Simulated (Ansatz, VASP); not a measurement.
One calculation of HfC, two programs

Contents of INCAR:

```
  PREC = Accurate
  ENCUT = 520
  EDIFF = 1E-8
  ISMEAR = -1
  SIGMA = 0.05
  LREAL = False
  LASPH = True
  NELM = 80
  ALGO = Normal
  ISIF = 2
  LWAVE = False
  LCHARG = False
  GGA = PE
  LEFG = True
  NBANDS = 14
```

The input KPOINTS:

```
Automatic mesh
0
Gamma
  15 15 15
```

File POSCAR:

```
HfC
1.0
    0.0000000000      2.3250000000      2.3250000000
    2.3250000000      0.0000000000      2.3250000000
    2.3250000000      2.3250000000      0.0000000000
Hf C
1 1
Direct
    0.5000000000      0.5000000000      0.5000000000
    0.0000000000      0.0000000000      0.0000000000
```

Input for Ansatz:

```yaml
crystal:
  lattice:
    - [0.0, 2.325, 2.325]
    - [2.325, 0.0, 2.325]
    - [2.325, 2.325, 0.0]
  atoms:
    - { symbol: Hf, position: [0.5, 0.5, 0.5] }
    - { symbol: C, position: [0.0, 0.0, 0.0] }
kpoints:
  mp_grid: { grid: [15, 15, 15] }
  band_path:
    path:
      - [0.0, 0.0, 0.0]
      - [0.5, 0.0, 0.5]
      - [0.625, 0.25, 0.625]
      - [0.375, 0.375, 0.75]
      - [0.0, 0.0, 0.0]
      - [0.5, 0.5, 0.5]
      - [0.5, 0.25, 0.75]
      - [0.5, 0.0, 0.5]
    npoints: 8
scf:
  occupations: { method: fermi_dirac, width: 0.05 }
hamiltonian:
  xc: pbe
  pseudopotentials: { kind: paw }
output:
  forces: true
  stress: true
  eigenvalues: true
  efg: { contact_densities: true }
  populations: true
  bader: true
  dos: { projected: true, de: 0.2, e_range: [-14, 8] }
```

Alike in both runs: task electric field gradients; functional PBE; k mesh 15 × 15 × 15; occupations fermi-dirac, width 0.05 eV; no spin polarisation.

```csv
,VASP,Ansatz
version,VASP 6.6.1,Ansatz 0.2.0
potentials or method,"VASP PAW PBE potentials, release 64 (Hf_pv, C)","PAW with Ansatz's default frozen-core files, scalar-relativistic"
plane-wave cutoff (eV),520,420
valence electrons in the cell,14,30
```

Ansatz gave:

- pressure (GPa): 0.2

Q: Estimate VASP's values.

A: Pressure (GPa): -0.4.

The functional is the same, so the differences come from potentials, cutoffs and numerics. VASP's potentials hold 14 valence electrons a cell and Ansatz's 30, so a difference there can come from the potentials and not from the codes.

Spin-orbit coupling is off throughout.
